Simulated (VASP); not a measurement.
Here is a VASP 6.6.1 calculation.

Contents of INCAR:

```
SYSTEM = GaAs
PREC = Accurate
ENCUT = 520
EDIFF = 1E-8
ISMEAR = -1
SIGMA = 0.08
LREAL = .FALSE.
LASPH = .TRUE.
NELM = 100
ALGO = Normal
ISIF = 2
LWAVE = .FALSE.
LCHARG = .FALSE.
LEFG = .TRUE.
NBANDS = 16
```

Contents of KPOINTS:

```
Automatic mesh
0
G
  10 10 10
  0 0 0
```

File POSCAR:

```
GaAs
1.0
    0.0000000000      2.8268500000      2.7985815000
    2.8268500000      0.0000000000      2.7985815000
    2.8268500000      2.8268500000      0.0000000000
Ga As
1 1
Direct
    0.0000000000      0.0000000000      0.0000000000
    0.7500000000      0.7500000000      0.7500000000
```

Potentials or basis: VASP PAW LDA potentials, release 64 (Ga_d, As).

Run with:

```console
$ cat potpaw_LDA.64/Ga_d/POTCAR potpaw_LDA.64/As/POTCAR > POTCAR
$ mpirun -np 1 vasp_std > vasp.out
```

**Question.** Predict the pressure.

**Answer.** -0.9 GPa.

**Question.** Predict the band gap on the k mesh.

**Answer.** 0.37 eV.

Stress tensor (GPa, compression positive):
```
-1.12  0.00  0.00
 0.00 -1.12  0.00
 0.00  0.00 -0.49
```

Caveat: the cell differs from its parent crystal (zz strain of -1 %); without QUAD_EFG the Cq values of the log hold for a quadrupole moment of 1 mb, not for the nuclei. A k mesh can miss the band edges.
